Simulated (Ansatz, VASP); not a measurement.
## One calculation of TiAl2, two programs

```
CELL_PARAMETERS angstrom
1.95033 -6.02628 0.00000
1.95033 6.02628 0.00000
0.00000 0.00000 3.97242
ATOMIC_POSITIONS crystal
Ti 0.65622 0.34378 0.00000
Ti 0.34378 0.65622 0.00000
Al 0.00000 0.00000 0.00000
Al 0.82710 0.17290 0.50000
Al 0.17290 0.82710 0.50000
Al 0.50000 0.50000 0.50000
```

Alike in both runs: functional PBEsol; k mesh 10 × 10 × 10; occupations gaussian, width 0.1 eV; no spin polarisation.

Ansatz relaxed the structure, and its values are those at the end. VASP's run is a single point on that final structure, the one shown.

```csv
,VASP,Ansatz
version,VASP 6.6.1,Ansatz 0.2.0
potentials or method,"VASP PAW PBE potentials, release 64 (Ti_sv, Al), cutoff 520 eV","scalar-relativistic, plane waves, PAW"
valence electrons in the cell,36,36
```

```tsv
	VASP	Ansatz	Ansatz less VASP
gap on the k mesh at the Fermi level (eV)	none	none	-
pressure (GPa)	0.1	0.0	-0.09
```

VASP's potentials were made for PBE, not for PBEsol. A gap of «none» marks a metal or a gap that the smearing closes.
